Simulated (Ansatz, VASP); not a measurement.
Two plane-wave programs on CoSi

POSCAR

```
CoSi
1.0
    2.6168231338      0.0000000000      0.0000000000
    0.0000000000      2.6168231338      0.0000000000
    0.0000000000      0.0000000000      3.1358237220
Co Si
1 1
Direct
    0.0000000000      0.0000000000      0.0000000000
    0.5000000000      0.5000000000      0.5000000000
```

The input INCAR.step1:

```
ALGO = Normal
EDIFF = 1E-5
ENCUT = 760
GGA = PE
GGA_COMPAT = False
ISMEAR = 0
LASPH = True
LCHARG = False
LREAL = False
LWAVE = True
NBANDS = 18
NELM = 120
PREC = Accurate
SIGMA = 0.1
```

The input INCAR.step2:

```
ALGO = Normal
EDIFF = 1E-6
ENCUT = 760
GGA_COMPAT = False
ISIF = 2
ISMEAR = 0
ISTART = 1
LASPH = True
LCHARG = True
LELF = True
LMIXTAU = True
LREAL = False
LVHAR = True
LWAVE = False
METAGGA = R2SCAN
NBANDS = 18
NELM = 120
PREC = Accurate
SIGMA = 0.1
```

KPOINTS

```
k-points
0
Gamma
  16 16 14
```

Input for Ansatz:

```yaml
crystal:
  lattice:
    - [2.6168231338, 0.0, 0.0]
    - [0.0, 2.6168231338, 0.0]
    - [0.0, 0.0, 3.135823722]
  atoms:
    - { symbol: Co, position: [0.0, 0.0, 0.0] }
    - { symbol: Si, position: [0.5, 0.5, 0.5] }
basis:
  ecutwfc: 500
kpoints:
  mp_grid: { grid: [16, 16, 14] }
hamiltonian:
  xc: r2scan
scf:
  occupations: { method: gaussian, width: 0.1 }
  lower_state_search: "off"
output:
  forces: true
  stress: true
  eigenvalues: true
```

Alike in both runs: task single point; functional r2SCAN; k mesh 16 × 16 × 14; occupations gaussian, width 0.1 eV; no spin polarisation.

|  | VASP | Ansatz |
| --- | --- | --- |
| version | VASP 6.6.1 | Ansatz 0.2.0 |
| potentials or method | VASP PAW PBE potentials, release 64 (Co_sv, Si), cutoff 760 eV | scalar-relativistic, plane waves, PAW |
| valence electrons in the cell | 21 | 21 |

|  | VASP | Ansatz | Ansatz less VASP |
| --- | --- | --- | --- |
| gap on the k mesh at the Fermi level (eV) | none | none | - |
| pressure (GPa) | -9.0 | -8.3 | +0.69 |
| traceless stress, the component that is largest in VASP (GPa) | 1.62 | 1.59 | -0.023 |

VASP's potentials were made for PBE, not for r2SCAN. A gap of «none» marks a metal or a gap that the smearing closes.
